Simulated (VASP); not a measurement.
# AlSn (P-6m2) in VASP: settings compared

The runs below take AlSn through single point, relaxation of cell and atoms, with PBE, revPBE, BLYP, r2SCAN.

Program: VASP 6.6.1. These are calculated values, not measurements. Logs are shortened: lines on timing, memory, paths and dates and some standing lists are left out, and cuts for length are marked.

## (1) The cell of the first run

Symmetry: P-6m2, No. 187, hexagonal system. The conventional cell has a = 4.198 Å, b = 4.198 Å, c = 3.307 Å, α = 90.00°, β = 90.00°, γ = 120.00°. Sn (site symmetry -6m2) has 6 Al at 2.93 Å and 2 Sn at 3.31 Å within 3.9 Å. Within 3.9 Å of Al (site symmetry -6m2) lie 6 Sn at 2.93 Å and 2 Al at 3.31 Å.

## (2) Single point, PBE

INCAR reads:

```
SYSTEM = AlSn
PREC = Accurate ; ENCUT = 520
EDIFF = 1E-6 ; ISMEAR = 0
SIGMA = 0.012 ; LREAL = .FALSE.
LASPH = .TRUE. ; NELM = 100
ALGO = Fast ; ISIF = 2
LWAVE = .FALSE. ; LCHARG = .TRUE.
GGA = PE ; LELF = .TRUE.
LVHAR = .TRUE. ; NBANDS = 16
```

KPOINTS reads:

```
regular mesh
0
G
  7 7 8
  0 0 0
```

POSCAR reads:

```
AlSn
1.0
    4.1981056157      0.0000000000      0.0000000000
   -2.0990528078      3.6356661109      0.0000000000
    0.0000000000      0.0000000000      3.3068470000
Sn Al
1 1
Direct
    0.3333333333      0.6666666667      0.5000000000
    0.0000000000      0.0000000000      0.0000000000
```

Potentials or basis: VASP PAW PBE potentials, release 64 (Sn_d, Al).

On the command line:

```
$ cat potpaw_PBE.64/Sn_d/POTCAR potpaw_PBE.64/Al/POTCAR > POTCAR
$ mpirun -np 1 vasp_std > vasp.out
```

OUTCAR:

```text
SYSTEM = AlSn
   PREC = Accurate
   ENCUT = 520
   EDIFF = 1E-6
   ISMEAR = 0
   LREAL = .FALSE.
   LASPH = .TRUE.
   NELM = 100
   ISIF = 2
   GGA = PE

 ion  position               nearest neighbor table
   1  0.333  0.667  0.500-   2 2.93   2 2.93   2 2.93   2 2.93   2 2.93   2 2.93
   2  0.000  0.000  0.000-   1 2.93   1 2.93   1 2.93   1 2.93   1 2.93   1 2.93

  LATTYP: Found a hexagonal cell.
 ALAT       =     4.1981056157
 C/A-ratio  =     0.7876998110

  Lattice vectors:

 A1 = (   4.1981056157,   0.0000000000,   0.0000000000)
 A2 = (  -2.0990528078,   3.6356661109,   0.0000000000)
 A3 = (   0.0000000000,   0.0000000000,   3.3068470000)

Analysis of symmetry for initial positions (statically):
=====================================================================
 Subroutine PRICEL returns:
 Original cell was already a primitive cell.

 Routine SETGRP: Setting up the symmetry group for a
 hexagonal supercell.

 Subroutine GETGRP returns: Found 12 space group operations
 (whereof 12 operations were pure point group operations)
 out of a pool of 24 trial point group operations.

The static configuration has the point symmetry D_3h.

Analysis of symmetry for dynamics (positions and initial velocities):
=====================================================================
 Subroutine PRICEL returns:
 Original cell was already a primitive cell.

 Routine SETGRP: Setting up the symmetry group for a
 hexagonal supercell.

 Subroutine GETGRP returns: Found 12 space group operations
 (whereof 12 operations were pure point group operations)
 out of a pool of 24 trial point group operations.

The dynamic configuration has the point symmetry D_3h.

 Subroutine INISYM returns: Found 12 space group operations
 (whereof 12 operations are pure point group operations),
 and found     1 'primitive' translations

----------------------------------------------------------------------------------------

                                     Primitive cell

  volume of cell :      50.4721

  direct lattice vectors                    reciprocal lattice vectors
     4.198105616  0.000000000  0.000000000     0.238202678  0.137526380  0.000000000
    -2.099052808  3.635666111  0.000000000     0.000000000  0.275052760  0.000000000
     0.000000000  0.000000000  3.306847000     0.000000000  0.000000000  0.302402863

  length of vectors
     4.198105616  4.198105616  3.306847000     0.275052760  0.275052760  0.302402863

  position of ions in fractional coordinates (direct lattice)
     0.333333333  0.666666667  0.500000000
     0.000000000  0.000000000  0.000000000

  ion indices of the primitive-cell ions
   primitive index   ion index
                 1           1
                 2           2

----------------------------------------------------------------------------------------

 KPOINTS: regular mesh

Automatic generation of k-mesh.
 Grid dimensions read from file:
 generate k-points for:    7    7    8

 Generating k-lattice:

  Cartesian coordinates                     Fractional coordinates (reciprocal lattice)
     0.034028954  0.019646626  0.000000000     0.142857143  0.000000000  0.000000000
     0.000000000  0.039293251  0.000000000     0.000000000  0.142857143  0.000000000
     0.000000000  0.000000000  0.037800358     0.000000000  0.000000000  0.125000000

  Length of vectors
     0.039293251  0.039293251  0.037800358

  Shift w.r.t. Gamma in fractional coordinates (k-lattice)
     0.000000000  0.000000000  0.000000000

 Subroutine IBZKPT returns following result:
 ===========================================

 Found     40 irreducible k-points:

 Following reciprocal coordinates:
            Coordinates               Weight
  0.000000  0.000000  0.000000      1.000000
  0.142857  0.000000  0.000000      6.000000
  0.285714  0.000000  0.000000      6.000000
  0.428571  0.000000  0.000000      6.000000
  0.142857  0.142857  0.000000      6.000000
  0.285714  0.142857  0.000000     12.000000
[... 16 lines left out ...]
  0.428571  0.142857  0.250000     12.000000
[... 51 lines left out ...]
      4     -14.8102      2.00000
      5     -14.8085      2.00000
      6      -1.9551      2.00000
[... 8 lines left out ...]
     15      15.4459      0.00000
     16      15.9768      0.00000

 k-point     9 :       0.0000    0.0000    0.1250
  band No.  band energies     occupation
      1     -14.9028      2.00000
      2     -14.8259      2.00000
      3     -14.8259      2.00000
      4     -14.8144      2.00000
      5     -14.8144      2.00000
      6      -3.8018      2.00000
[... 8 lines left out ...]
     15      16.7733      0.00000
     16      16.9008      0.00000
[... 172 lines left out ...]
 k-point    19 :       0.2857    0.0000    0.2500
  band No.  band energies     occupation
      1     -14.8435      2.00000
      2     -14.8388      2.00000
      3     -14.8363      2.00000
      4     -14.8221      2.00000
      5     -14.8113      2.00000
      6      -2.3297      2.00000
[... 8 lines left out ...]
     15      15.2341      0.00000
     16      17.8612      0.00000

 k-point    20 :       0.4286    0.0000    0.2500
  band No.  band energies     occupation
      1     -14.8469      2.00000
      2     -14.8396      2.00000
      3     -14.8358      2.00000
      4     -14.8198      2.00000
      5     -14.8049      2.00000
      6      -1.5212      2.00000
[... 8 lines left out ...]
     15      16.4077      0.00000
     16      18.8819      0.00000

 k-point    21 :       0.1429    0.1429    0.2500
  band No.  band energies     occupation
      1     -14.8421      2.00000
      2     -14.8388      2.00000
      3     -14.8362      2.00000
      4     -14.8229      2.00000
      5     -14.8138      2.00000
      6      -2.5249      2.00000
[... 8 lines left out ...]
     15      16.5858      0.00000
     16      16.9155      0.00000

 k-point    22 :       0.2857    0.1429    0.2500
  band No.  band energies     occupation
      1     -14.8454      2.00000
      2     -14.8402      2.00000
      3     -14.8337      2.00000
      4     -14.8209      2.00000
      5     -14.8080      2.00000
      6      -1.7812      2.00000
[... 8 lines left out ...]
     15      16.8553      0.00000
     16      18.2757      0.00000

 k-point    23 :       0.4286    0.1429    0.2500
  band No.  band energies     occupation
      1     -14.8468      2.00000
      2     -14.8408      2.00000
      3     -14.8332      2.00000
      4     -14.8189      2.00000
      5     -14.8059      2.00000
      6      -1.2060      2.00000
[... 8 lines left out ...]
     15      16.9100      0.00000
     16      19.1131      0.00000

 k-point    24 :       0.2857    0.2857    0.2500
  band No.  band energies     occupation
      1     -14.8457      2.00000
      2     -14.8425      2.00000
      3     -14.8301      2.00000
      4     -14.8177      2.00000
      5     -14.8091      2.00000
      6      -1.0957      2.00000
[... 8 lines left out ...]
     15      18.6250      0.00000
     16      18.6793      0.00000

 [... further k-points ...]

------------------------ aborting loop because EDIFF is reached ----------------------------------------

  FORCE on cell =-STRESS in cart. coord.  units (eV):
  Direction    XX          YY          ZZ          XY          YZ          ZX
  --------------------------------------------------------------------------------------
  -------------------------------------------------------------------------------------
  Total       -0.0141947     -0.0141947      0.2420026     -0.0000000      0.0000000      0.0000000
  in kB       -0.4505947     -0.4505947      7.6820854     -0.0000000      0.0000000      0.0000000
  external PRESSURE =       2.2602987 kB  Pullay stress =       0.0000000 kB

 VOLUME and BASIS-vectors are now :
 -----------------------------------------------------------------------------
  energy-cutoff  :      520.00
  volume of cell :       50.47
      direct lattice vectors                 reciprocal lattice vectors
     4.198105616  0.000000000  0.000000000     0.238202678  0.137526380  0.000000000
    -2.099052808  3.635666111  0.000000000     0.000000000  0.275052760  0.000000000
     0.000000000  0.000000000  3.306847000     0.000000000  0.000000000  0.302402863

 POSITION                                       TOTAL-FORCE (eV/Angst)
 -----------------------------------------------------------------------------------
     -0.00000      2.42378      1.65342         0.000000      0.000000      0.000000
      0.00000      0.00000      0.00000        -0.000000      0.000000      0.000000
 -----------------------------------------------------------------------------------
    total drift:                                0.000000     -0.000000     -0.000000

  FREE ENERGIE OF THE ION-ELECTRON SYSTEM (eV)
  ---------------------------------------------------
  free  energy   TOTEN  =        -7.2011727897 eV

  energy  without entropy=       -7.2011177606  energy(sigma->0) =       -7.20114528
```

Run time: 25 s. Hardware: 1 thread of Intel Xeon Platinum 8259CL at 2.50GHz (Skylake/Cascade Lake), shared host; peak memory 0.18 GiB.

Results:

```yaml
Free_energy: -7.2012 eV
Pressure: 0.2 GPa
```

Stress tensor (GPa, compression positive):
```
-0.05  0.00  0.00
 0.00 -0.05  0.00
 0.00  0.00  0.77
```

Levels at points of the mesh, in eV from the Fermi level:
```csv
k point,band 4,band 5,band 6,band 7,band 8,band 9,band 10,band 11,band 12,band 13
"(0.00, 0.00, 0.00)",-21.24,-21.24,-10.45,-0.22,-0.22,0.69,2.60,3.12,3.12,5.18
"(0.00, 0.00, 0.50)",-21.25,-21.18,-7.43,-6.22,2.72,2.72,3.57,3.57,3.77,4.16
```

Caveat: spin-orbit coupling is left out, which moves the levels of the heavy elements.

## (3) Single point, revPBE

This run uses another cell than the first one, of 25.83 Å³/atom, 1.023 times its volume.

INCAR reads:

```
SYSTEM = AlSn
PREC = Accurate ; ENCUT = 520
EDIFF = 1E-7 ; ISMEAR = -1
SIGMA = 0.05 ; LREAL = .False.
LASPH = .True. ; NELM = 80
ALGO = Normal ; ISIF = 2
LWAVE = .False. ; LCHARG = .True.
GGA = RE ; LELF = .True.
LVHAR = .True. ; NBANDS = 16
```

KPOINTS reads:

```
regular mesh
0
Gamma
  7 7 8
  0 0 0
```

POSCAR reads:

```
AlSn
1.0
    4.2311304627      0.0000000000      0.0000000000
   -2.1155652313      3.6642664674      0.0000000000
    0.0000000000      0.0000000000      3.3318408751
Sn Al
1 1
Direct
    0.3333333333      0.6666666667      0.5000000000
    0.0000000000      0.0000000000      0.0000000000
```

Potentials or basis: VASP PAW PBE potentials, release 64 (Sn_d, Al).

On the command line:

```
$ cat potpaw_PBE.64/Sn_d/POTCAR potpaw_PBE.64/Al/POTCAR > POTCAR
$ mpirun -np 1 vasp_std > vasp.out
```

Run time: 26 s. Hardware: 1 thread of Intel Xeon Platinum 8259CL at 2.50GHz (Skylake/Cascade Lake), shared host; peak memory 0.19 GiB.

It converged, with:

```
Free energy : -6.7032 eV
Pressure    : -0.1 GPa
```

Levels at points of the mesh, in eV from the Fermi level:
| k point | band 6 | band 7 | band 8 | band 9 | band 10 | band 11 |
| --- | --- | --- | --- | --- | --- | --- |
| (0.00, 0.00, 0.00) | -10.29 | -0.22 | -0.22 | 0.61 | 2.57 | 3.10 |
| (0.00, 0.00, 0.50) | -7.33 | -6.11 | 2.67 | 2.67 | 3.52 | 3.52 |

Caveat: the PAW data sets were made with another functional, which shifts forces and pressure a little; spin-orbit coupling is left out, which moves the levels of the heavy elements.

## (4) Single point, BLYP

This run uses another cell than the first one, of 27.47 Å³/atom, 1.089 times its volume.

INCAR reads:

```
SYSTEM = AlSn
PREC     = Accurate       ! precision mode
ENCUT    = 520            ! plane-wave cutoff, eV
EDIFF    = 1E-7           ! SCF threshold, eV
ISMEAR   = -1             ! smearing method
SIGMA    = 0.05           ! smearing width, eV
LREAL    = .FALSE.        ! projectors in reciprocal space
LASPH    = .TRUE.         ! aspherical terms in the spheres
NELM     = 80             ! most SCF steps
ALGO     = Fast           ! electronic algorithm
ISIF     = 2              ! what is computed and relaxed
LWAVE    = .FALSE.        ! write WAVECAR
LCHARG   = .TRUE.         ! write CHGCAR
GGA      = B5             ! functional
ALDAX    = 1.0          
AGGAX    = 1.0          
AGGAC    = 1.0          
ALDAC    = 0.0          
LELF     = .TRUE.         ! ELF
LVHAR    = .TRUE.       
NBANDS   = 16             ! bands
```

KPOINTS reads:

```
Automatic mesh
0
G
  7 7 8
  0 0 0
```

POSCAR reads:

```
AlSn
1.0
    4.3292064609      0.0000000000      0.0000000000
   -2.1646032304      3.7492027734      0.0000000000
    0.0000000000      0.0000000000      3.3853942756
Sn Al
1 1
Direct
    0.3333333333      0.6666666667      0.5000000000
    0.0000000000      0.0000000000      0.0000000000
```

On the command line:

```
$ cat potpaw_PBE.64/Sn_d/POTCAR potpaw_PBE.64/Al/POTCAR > POTCAR
$ mpirun -np 1 vasp_std > vasp.out
```

It took 36 s on 1 thread of Intel Xeon Platinum 8259CL at 2.50GHz (Skylake/Cascade Lake), shared host; peak memory 0.19 GiB.

It converged, with:

| Item | Value |
| --- | --- |
| Free energy | -5.6106 eV |
| Pressure | 0.0 GPa |

Levels at points of the mesh, in eV from the Fermi level:
| k point | band 4 | band 5 | band 6 | band 7 | band 8 | band 9 | band 10 | band 11 | band 12 | band 13 |
| --- | --- | --- | --- | --- | --- | --- | --- | --- | --- | --- |
| (0.00, 0.00, 0.00) | -21.12 | -21.12 | -9.87 | -0.19 | -0.19 | 0.06 | 2.55 | 3.19 | 3.19 | 5.49 |
| (0.00, 0.00, 0.50) | -21.12 | -21.07 | -7.11 | -5.73 | 2.48 | 2.48 | 3.32 | 3.40 | 3.40 | 3.58 |

Caveat: the PAW data sets were made with another functional, which shifts forces and pressure a little; spin-orbit coupling is left out, which moves the levels of the heavy elements.

## (5) Single point, r2SCAN

POSCAR reads:

```
AlSn
1.0
    4.1981056157      0.0000000000      0.0000000000
   -2.0990528078      3.6356661109      0.0000000000
    0.0000000000      0.0000000000      3.3068470000
Sn Al
1 1
Direct
    0.3333333333      0.6666666667      0.5000000000
    0.0000000000      0.0000000000      0.0000000000
```

INCAR.step1 reads:

```
SYSTEM = AlSn
PREC = Accurate ; ENCUT = 520
ISMEAR = -1 ; SIGMA = 0.05
LREAL = .False. ; LASPH = .True.
NELM = 80 ; NBANDS = 16
GGA = PE ; ALGO = Normal
EDIFF = 1E-4 ; LWAVE = .True.
LCHARG = .False.
```

INCAR.step2 reads:

```
SYSTEM = AlSn
PREC = Accurate ; ENCUT = 520
EDIFF = 1E-6 ; ISMEAR = -1
SIGMA = 0.05 ; LREAL = .False.
LASPH = .True. ; NELM = 80
ALGO = Normal ; ISIF = 2
LWAVE = .False. ; LCHARG = .False.
METAGGA = R2SCAN ; LMIXTAU = .True.
NBANDS = 16 ; ISTART = 1
```

KPOINTS reads:

```
regular mesh
0
Gamma
  7 7 8
  0 0 0
```

On the command line:

```
$ cat potpaw_PBE.64/Sn_d/POTCAR potpaw_PBE.64/Al/POTCAR > POTCAR
$ cp INCAR.step1 INCAR
$ mpirun -np 1 vasp_std > vasp.out
$ cp INCAR.step2 INCAR
$ mpirun -np 1 vasp_std > vasp.out
```

Wall time 77 s (1 thread of Intel Xeon Platinum 8259CL at 2.50GHz (Skylake/Cascade Lake), shared host); peak memory 0.19 GiB.

It converged, with:

```
Free energy : -30.9597 eV
Pressure    : -1.2 GPa
```

Stress tensor (GPa, compression positive):
```
-0.91  0.00  0.00
 0.00 -0.91  0.00
 0.00  0.00 -1.79
```

Levels at points of the mesh, in eV from the Fermi level:
| k point | band 5 | band 6 | band 7 | band 8 | band 9 | band 10 | band 11 | band 12 |
| --- | --- | --- | --- | --- | --- | --- | --- | --- |
| (0.00, 0.00, 0.00) | -21.90 | -11.02 | -0.30 | -0.30 | 1.03 | 2.79 | 3.30 | 3.30 |
| (0.00, 0.00, 0.50) | -21.84 | -7.78 | -6.56 | 2.83 | 2.83 | 3.78 | 3.78 | 4.16 |

Caveat: the PAW data sets were made with another functional, which shifts forces and pressure a little; spin-orbit coupling is left out, which moves the levels of the heavy elements.

## (6) Relaxation of cell and atoms, revPBE

INCAR reads:

```
PREC = Accurate
ENCUT = 600
EDIFF = 1E-7
ISMEAR = -1
SIGMA = 0.05
LREAL = False
LASPH = True
NELM = 100
ALGO = Normal
ISIF = 3
LWAVE = False
LCHARG = False
GGA = RE
IBRION = 2
NSW = 60
EDIFFG = -0.01
```

KPOINTS reads:

```
regular mesh
0
Gamma
  7 7 8
```

POSCAR is that of step 5.

Potentials or basis: VASP PAW PBE potentials, release 64 (Sn_d, Al).

On the command line:

```
$ cat potpaw_PBE.64/Sn_d/POTCAR potpaw_PBE.64/Al/POTCAR > POTCAR
$ mpirun -np 1 vasp_std > vasp.out
```

It took 82 s on 1 thread of Intel Xeon Platinum 8259CL at 2.50GHz (Skylake/Cascade Lake), shared host; peak memory 0.21 GiB.

It converged, with:

| Quantity | Value |
| --- | --- |
| Free energy | -6.7031 eV |
| Relaxed volume | 25.79 Å³/atom |
| Relaxed cell | a = 4.228 Å, b = 4.228 Å, c = 3.333 Å, α = 90.00°, β = 90.00°, γ = 120.00° |
| Space group after relaxing (to 0.05 Å) | P-6m2 (No. 187) |
| Energy gained by relaxing | 1.9 meV/atom |
| Ionic steps | 5 |
| Pressure after relaxing | 0.0 GPa |

The path:
```
step  energy change (eV)  largest force (eV/Å)  pressure (GPa)  volume (Å³)
   1              0.0000                0.0000            1.11        50.47
   2             -0.0036                0.0000           -0.18        51.76
   3             -0.0037                0.0000            0.02        51.55
   4             -0.0037                0.0000           -0.01        51.57
   5             -0.0037                0.0000           -0.01        51.59
```

Final structure:
```
Sn Al
1.0
     4.22787    0.00000    0.00000
    -2.11393    3.66144    0.00000
     0.00000    0.00000    3.33266
Sn Al
1 1
Direct
  0.33333 0.66667 0.50000
  0.00000 0.00000 0.00000
```

Levels at points of the mesh, in eV from the Fermi level:
```csv
k point,band 5,band 6,band 7,band 8,band 9,band 10,band 11,band 12
"(0.00, 0.00, 0.00)",-21.27,-10.30,-0.21,-0.21,0.62,2.56,3.11,3.11
"(0.00, 0.00, 0.50)",-21.23,-7.34,-6.12,2.68,2.68,3.52,3.52,3.67
```

Caveat: the PAW data sets were made with another functional, which shifts forces and pressure a little; spin-orbit coupling is left out, which moves the levels of the heavy elements.

## (7) Overview

```csv
task,level,cell,cutoff (eV),smearing,gap on the mesh (eV),pressure (GPa)
single point,PBE,"a = 4.198, b = 4.198, c = 3.307 Å, angles 90.0, 90.0, 120.0°, 2 atoms",520,gaussian 0.012 eV,none,0.2
single point,revPBE,"a = 4.231, b = 4.231, c = 3.332 Å, angles 90.0, 90.0, 120.0°, 2 atoms",520,fermi-dirac 0.05 eV,none,-0.1
single point,BLYP,"a = 4.329, b = 4.329, c = 3.385 Å, angles 90.0, 90.0, 120.0°, 2 atoms",520,fermi-dirac 0.05 eV,none,0.0
single point,r2SCAN,"a = 4.198, b = 4.198, c = 3.307 Å, angles 90.0, 90.0, 120.0°, 2 atoms",520,fermi-dirac 0.05 eV,none,-1.2
relaxation of cell and atoms,revPBE,"relaxed from a = 4.198, b = 4.198, c = 3.307 Å, angles 90.0, 90.0, 120.0°, 2 atoms",600,fermi-dirac 0.05 eV,none,0.0
```

Alike in all rows: potentials or basis VASP PAW PBE potentials, release 64 (Sn_d, Al); no spin polarisation; k mesh 7 × 7 × 8.

Caveats: spin-orbit coupling is left out, which moves the levels of the heavy elements; the PAW data sets were made with another functional, which shifts forces and pressure a little (some runs).

Total energies depend on the potentials used, so only differences within one code and one set of settings carry meaning.
